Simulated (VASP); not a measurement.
# P (Fd-3m) in VASP: single point with PBE

Aim: the single point of P with PBE.

Program: VASP 6.6.1. These are calculated values, not measurements. Logs are shortened: lines on timing, memory, paths and dates and some standing lists are left out, and cuts for length are marked.

### 1 The cell of the first run

It takes space group Fd-3m (No. 227, cubic). The conventional cell has a = 5.488 Å, b = 5.488 Å, c = 5.488 Å, α = 90.00°, β = 90.00°, γ = 90.00°. Within 3.1 Å of P (site symmetry -43m) lie 4 P at 2.38 Å.

This isn't the form of P at room conditions, which is orthorhombic.

### 2 Single point, PBE

Input file POSCAR:

```
P
1.0
    0.0000000000      2.7441144331      2.7441144331
    2.7441144331      0.0000000000      2.7441144331
    2.7441144331      2.7441144331      0.0000000000
P
2
Direct
   -0.1250000000     -0.1250000000     -0.1250000000
    0.1250000000      0.1250000000      0.1250000000
```

Input file INCAR.step1:

```
  PREC = Accurate
  ENCUT = 520
  EDIFF = 1E-7
  ISMEAR = -1
  SIGMA = 0.1
  LREAL = F
  LASPH = T
  NELM = 60
  ALGO = Normal
  ISIF = 2
  LWAVE = F
  LCHARG = T
  GGA = PE
  NBANDS = 12
```

Input file KPOINTS.step1:

```
Automatic mesh
0
Gamma
  12 12 12
```

Input file INCAR.step2:

```
  PREC = Accurate
  ENCUT = 520
  EDIFF = 1E-7
  ISMEAR = -5
  SIGMA = 0.1
  LREAL = F
  LASPH = T
  NELM = 60
  ALGO = Normal
  ISIF = 2
  LWAVE = F
  LCHARG = F
  GGA = PE
  LORBIT = 11
  NEDOS = 2001
  ICHARG = 11
```

Input file KPOINTS.step2:

```
Automatic mesh
0
Gamma
  18 18 18
```

Potentials or basis: VASP PAW PBE potentials, release 64 (P).

On the command line:

```bash
$ cat potpaw_PBE.64/P/POTCAR > POTCAR
$ cp INCAR.step1 INCAR
$ cp KPOINTS.step1 KPOINTS
$ mpirun -np 1 vasp_std > vasp.out
$ cp INCAR.step2 INCAR
$ cp KPOINTS.step2 KPOINTS
$ mpirun -np 1 vasp_std > vasp.out
```

OUTCAR:

```text
PREC = Accurate
   ENCUT = 520
   EDIFF = 1E-7
   ISMEAR = -5
   LREAL = F
   LASPH = T
   NELM = 60
   ISIF = 2
   GGA = PE
   LORBIT = 11
   ICHARG = 11

 ion  position               nearest neighbor table
   1  0.875  0.875  0.875-   2 2.38   2 2.38   2 2.38   2 2.38
   2  0.125  0.125  0.125-   1 2.38   1 2.38   1 2.38   1 2.38

  LATTYP: Found a face centered cubic cell.
 ALAT       =     5.4882288662

  Lattice vectors:

 A1 = (   0.0000000000,   2.7441144331,   2.7441144331)
 A2 = (   2.7441144331,   0.0000000000,   2.7441144331)
 A3 = (   2.7441144331,   2.7441144331,   0.0000000000)

Analysis of symmetry for initial positions (statically):
=====================================================================
 Subroutine PRICEL returns:
 Original cell was already a primitive cell.

 Routine SETGRP: Setting up the symmetry group for a
 face centered cubic supercell.

 Subroutine GETGRP returns: Found 48 space group operations
 (whereof 12 operations were pure point group operations)
 out of a pool of 48 trial point group operations.

The static configuration has the point symmetry D_3d.
 The point group associated with its full space group is O_h .

Analysis of symmetry for dynamics (positions and initial velocities):
=====================================================================
 Subroutine PRICEL returns:
 Original cell was already a primitive cell.

 Routine SETGRP: Setting up the symmetry group for a
 face centered cubic supercell.

 Subroutine GETGRP returns: Found 48 space group operations
 (whereof 12 operations were pure point group operations)
 out of a pool of 48 trial point group operations.

The dynamic configuration has the point symmetry D_3d.
 The point group associated with its full space group is O_h .

 Subroutine INISYM returns: Found 48 space group operations
 (whereof 12 operations are pure point group operations),
 and found     1 'primitive' translations

----------------------------------------------------------------------------------------

                                     Primitive cell

  volume of cell :      41.3273

  direct lattice vectors                    reciprocal lattice vectors
     0.000000000  2.744114433  2.744114433    -0.182208145  0.182208145  0.182208145
     2.744114433  0.000000000  2.744114433     0.182208145 -0.182208145  0.182208145
     2.744114433  2.744114433  0.000000000     0.182208145  0.182208145 -0.182208145

  length of vectors
     3.880763848  3.880763848  3.880763848     0.315593764  0.315593764  0.315593764

  position of ions in fractional coordinates (direct lattice)
     0.875000000  0.875000000  0.875000000
     0.125000000  0.125000000  0.125000000

  ion indices of the primitive-cell ions
   primitive index   ion index
                 1           1
                 2           2

----------------------------------------------------------------------------------------

 KPOINTS: Automatic mesh

Automatic generation of k-mesh.
 Grid dimensions read from file:
 generate k-points for:   18   18   18

 Generating k-lattice:

  Cartesian coordinates                     Fractional coordinates (reciprocal lattice)
    -0.010122675  0.010122675  0.010122675     0.055555556  0.000000000  0.000000000
     0.010122675 -0.010122675  0.010122675     0.000000000  0.055555556  0.000000000
     0.010122675  0.010122675 -0.010122675     0.000000000  0.000000000  0.055555556

  Length of vectors
     0.017532987  0.017532987  0.017532987

  Shift w.r.t. Gamma in fractional coordinates (k-lattice)
     0.000000000  0.000000000  0.000000000

 TETIRR: Found    806 inequivalent tetrahedra from    34992

 Subroutine IBZKPT returns following result:
 ===========================================

 Found    195 irreducible k-points:

 Following reciprocal coordinates:
            Coordinates               Weight
  0.000000  0.000000  0.000000      1.000000
  0.055556  0.000000  0.000000      8.000000
  0.111111  0.000000  0.000000      8.000000
  0.166667  0.000000  0.000000      8.000000
  0.222222  0.000000  0.000000      8.000000
  0.277778  0.000000  0.000000      8.000000
[... 16 lines left out ...]
 -0.277778  0.055556  0.000000     24.000000
 -0.222222  0.055556  0.000000     24.000000
 [... further k-points ...]
   k-points           NKPTS =    195   k-points in BZ     NKDIM =    195   number of bands    NBANDS=      9
   number of dos      NEDOS =   2001   number of ions     NIONS =      2
   total plane-waves  NPLWV =  27000
   dimension x,y,z NGX =    30 NGY =   30 NGZ =   30
   dimension x,y,z NGXF=    60 NGYF=   60 NGZF=   60
   ions per type =               2
   NGX,Y,Z   is equivalent  to a cutoff of  12.85, 12.85, 12.85 a.u.
   NGXF,Y,Z  is equivalent  to a cutoff of  25.70, 25.70, 25.70 a.u.
 SYSTEM =  unknown system
   PREC   = accura    normal or accurate (medium, high low for compatibility)
   ISTART =      0    job   : 0-new  1-cont  2-samecut
   ICHARG =     11    charge: 1-file 2-atom 10-const
   ISPIN  =      1    spin polarized calculation?
   LNONCOLLINEAR =      F non collinear calculations
   LSORBIT =      F    spin-orbit coupling
   LASPH  =      T    aspherical Exc in radial PAW
   ENCUT  =  520.0 eV  38.22 Ry    6.18 a.u.   7.22  7.22  7.22*2*pi/ulx,y,z
   NELM   =     60;   NELMIN=  2; NELMDL=  0     # of ELM steps
   EDIFF  = 0.1E-06   stopping-criterion for ELM
   LREAL  =      F    real-space projection
   EDIFFG = 0.1E-05   stopping-criterion for IOM
   NSW    =      0    number of steps for IOM
   IBRION =     -1    ionic relax: 0-MD 1-quasi-New 2-CG
   NFREE  =      0    steps in history (QN), initial steepest desc. (CG)
   ISIF   =      2    stress and relaxation
   ISYM   =      2    0-nonsym 1-usesym 2-fastsym
   POTIM  = 0.5000    time-step for ionic-motion
   TEBEG  =    0.0;   TEEND  =   0.0 temperature during run
   PSTRESS=    0.0 pullay stress
   NELECT =      10.0000    total number of electrons
   NUPDOWN=      -1.0000    fix difference up-down
   EMIN   =  10.00;   EMAX   =-10.00  energy-range for DOS
   EFERMI =   0.00;   METHOD = LEGACY
   ISMEAR =    -5;   SIGMA  =   0.10  broadening in eV -4-tet -1-fermi 0-gaus
   EFERMI_NEDOS =   21; number of points for ismear=-14 and -15
   IALGO  =     38    algorithm
   IMIX   =      4    mixing-type and parameters
     AMIX     =   0.40;   BMIX     =  1.00
     AMIX_MAG =   1.60;   BMIX_MAG =  1.00
  volume/ion in A,a.u.               =      20.66       139.45
  Fermi-wavevector in a.u.,A,eV,Ry     =   1.020147  1.927798 14.159572  1.040699
  Thomas-Fermi vector in A             =   2.153700
   LORBIT       =     11    0 simple, 1 ext, 2 COOP (PROOUT), +10 PAW based schemes
   GGA     = PE    functional components
   LHFCALC =     F    Hartree Fock is set to
   AEXX    =    0.0000 exact exchange contribution
   IVDW    =     0    specifies the selected vdW correction
   LEPSILON=     F    determine dielectric tensor
   LRPA    =     F    only Hartree local field effects (RPA)
 non-spin polarized calculation
 Fermi weights with tetrahedron method with Bloechl corrections
  energy-cutoff  :      520.00
  volume of cell :       41.33
 maximum number of plane-waves:      1139
 NGX is ok and might be reduce to    30

 number of electron      10.0000001 magnetization

 Free energy of the ion-electron system (eV)
  ---------------------------------------------------
  ext. energy  EPLUGINS =         0.00000000
  ---------------------------------------------------
  free energy    TOTEN  =        -9.64373940 eV

  energy without entropy =       -9.64373940  energy(sigma->0) =       -9.64373940

 E-fermi :   5.9163     XC(G=0):  -9.5103

 val. band max:        5.9479265975   @ k =  -0.2222   0.3333   0.1111
 cond. band min:       5.8773833741   @ k =   0.3333   0.2222   0.1111
 fundamental gap:     -0.0705432235
 Fermi energy:         5.9163245580

 k-point     1 :       0.0000    0.0000    0.0000
  band No.  band energies     occupation
      1      -9.0731      2.00000
      2       2.4116      2.00000
      3       2.8580      2.00000
      4       2.8580      2.00000
      5       2.8580      2.00000
      6       5.9785      0.01928
      7       5.9785      0.00000
      8       5.9785      0.00000
      9      11.8815      0.00000

 k-point     2 :       0.0556    0.0000    0.0000
  band No.  band energies     occupation
      1      -9.0380      2.00000
      2       1.7096      2.00000
      3       2.8089      2.00000
      4       2.8089      2.00000
      5       3.4209      2.00000
      6       6.0533     -0.07604
      7       6.0533      0.00000
      8       6.0720      0.00000
      9      12.0270      0.00000

 k-point     3 :       0.1111    0.0000    0.0000
  band No.  band energies     occupation
      1      -8.9335      2.00000
      2       0.7800      2.00000
      3       2.6793      2.00000
      4       2.6793      2.00000
      5       3.8828      2.00000
      6       6.2530     -0.01214
      7       6.2530      0.00000
      8       6.4233      0.00000
      9      12.3788      0.00000
[... 229 lines left out ...]
 k-point    23 :      -0.2778    0.0556    0.0000
  band No.  band energies     occupation
      1      -8.1068      2.00000
      2      -2.2241      2.00000
      3       1.7153      2.00000
      4       2.1922      2.00000
      5       4.0923      2.00000
      6       6.9730      0.00000
      7       7.1741      0.00000
      8       9.1154      0.00000
      9      11.9617      0.00000

 k-point    24 :      -0.2222    0.0556    0.0000
  band No.  band energies     occupation
      1      -8.4077      2.00000
      2      -1.4072      2.00000
      3       1.8787      2.00000
      4       2.3704      2.00000
      5       4.2083      2.00000
      6       6.7504      0.00000
      7       6.9742      0.00000
      8       8.2646      0.00000
      9      11.7629      0.00000

 [... further k-points ...]

------------------------ aborting loop because EDIFF is reached ----------------------------------------

  FORCE on cell =-STRESS in cart. coord.  units (eV):
  Direction    XX          YY          ZZ          XY          YZ          ZX
  --------------------------------------------------------------------------------------
  -------------------------------------------------------------------------------------
  Total       -0.0354755     -0.0354755     -0.0354755      0.0000000      0.0000000      0.0000000
  in kB       -1.3753176     -1.3753176     -1.3753176      0.0000000      0.0000000      0.0000000
  external PRESSURE =      -1.3753176 kB  Pullay stress =       0.0000000 kB

 VOLUME and BASIS-vectors are now :
 -----------------------------------------------------------------------------
  energy-cutoff  :      520.00
  volume of cell :       41.33
      direct lattice vectors                 reciprocal lattice vectors
     0.000000000  2.744114433  2.744114433    -0.182208145  0.182208145  0.182208145
     2.744114433  0.000000000  2.744114433     0.182208145 -0.182208145  0.182208145
     2.744114433  2.744114433  0.000000000     0.182208145  0.182208145 -0.182208145

 POSITION                                       TOTAL-FORCE (eV/Angst)
 -----------------------------------------------------------------------------------
      4.80220      4.80220      4.80220        -0.000000     -0.000000     -0.000000
      0.68603      0.68603      0.68603         0.000000      0.000000      0.000000
 -----------------------------------------------------------------------------------
    total drift:                               -0.000000      0.000000      0.000000

  FREE ENERGIE OF THE ION-ELECTRON SYSTEM (eV)
  ---------------------------------------------------
  free  energy   TOTEN  =        -9.6437394016 eV

  energy  without entropy=       -9.6437394016  energy(sigma->0) =       -9.64373940

 total charge

# of ion       s       p       d       tot
------------------------------------------
    1        1.139   1.251   0.000   2.389
    2        1.139   1.251   0.000   2.389
--------------------------------------------------
tot          2.277   2.501   0.000   4.779
```

Wall time 1.8 min (1 thread of Intel Xeon 8259CL, shared host); peak memory 0.19 GiB.

Results:

| Property | Result |
| --- | --- |
| Valence electrons inside the program's atomic spheres | P 2.39 |

Caveat: tetrahedron occupations give inexact forces and stress in metals.
